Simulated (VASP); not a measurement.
The system is HgTe.

```
CELL_PARAMETERS angstrom
2.99252 -3.46693 0.00000
2.99252 3.46693 0.00000
0.00000 0.00000 5.79816
ATOMIC_POSITIONS crystal
Hg 0.34305 0.65695 0.75000
Hg 0.65695 0.34305 0.25000
Te 0.78481 0.21519 0.75000
Te 0.21519 0.78481 0.25000
```

Base run:

* Program: VASP 6.6.1
* Functional: BLYP
* Potentials or basis: VASP PAW PBE potentials, release 64 (Hg, Te)
* Cutoff: 520 eV
* k mesh: 6 × 6 × 4
* Occupations: fermi-dirac, width 0.05 eV
* Spin: no spin polarisation

Its results: band gap on the k mesh zero (bands 18 and 19 overlap by 2.01 eV); pressure 4.2 GPa; largest force 0.069 eV/Å.

Q: The run is repeated on the same cell with these changes: functional from BLYP to LDA; potentials or basis from VASP PAW PBE potentials, release 64 (Hg, Te) to VASP PAW LDA potentials, release 64 (Hg, Te). What comes out?

A: Band gap on the k mesh zero (bands 18 and 19 overlap by 2.05 eV); pressure -4.7 GPa; largest force 0.222 eV/Å.

Caveats: spin-orbit coupling is left out, which moves the levels of the heavy elements; the cell stands under pressure (at least some runs); the PAW data sets were made with another functional, which shifts forces and pressure a little (at least some runs); the cell stands under tension (at least some runs).
